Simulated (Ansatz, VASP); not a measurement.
ZnS in VASP and in Ansatz

```
Zn S
1.0
    -3.81100    0.00000    0.00000
    -1.90550   -3.30042    0.00000
     0.00000    0.00000   18.46800
Zn S
4 4
Direct
  0.33333 0.33333 0.61013
  0.33333 0.33333 0.27258
  0.66667 0.66667 0.10380
  0.66667 0.66667 0.44136
  0.33333 0.33333 0.06498
  0.33333 0.33333 0.40254
  0.66667 0.66667 0.23376
  0.66667 0.66667 0.57131
```

Alike in both runs: task single point; functional r2SCAN; k mesh 7 × 7 × 2; occupations gaussian, width 0.05 eV; no spin polarisation.

|  | VASP | Ansatz |
| --- | --- | --- |
| version | VASP 6.6.1 | Ansatz 0.2.0 |
| potentials or method | VASP PAW PBE potentials, release 64 (Zn, S), cutoff 520 eV | scalar-relativistic, plane waves, PAW |
| valence electrons in the cell | 72 | 72 |

VASP gave:

```
gap on the k mesh at the Fermi level (eV) : none
rms of the force components (eV/Å)        : 0.310
```

Problem. Estimate Ansatz's values.

Solution. gap on the k mesh at the Fermi level (eV): none; rms of the force components (eV/Å): 0.312.

VASP's potentials were made for PBE, not for r2SCAN. Atom by atom the forces differ by 0.009 eV/Å (rms over components). A gap of «none» marks a metal or a gap that the smearing closes.
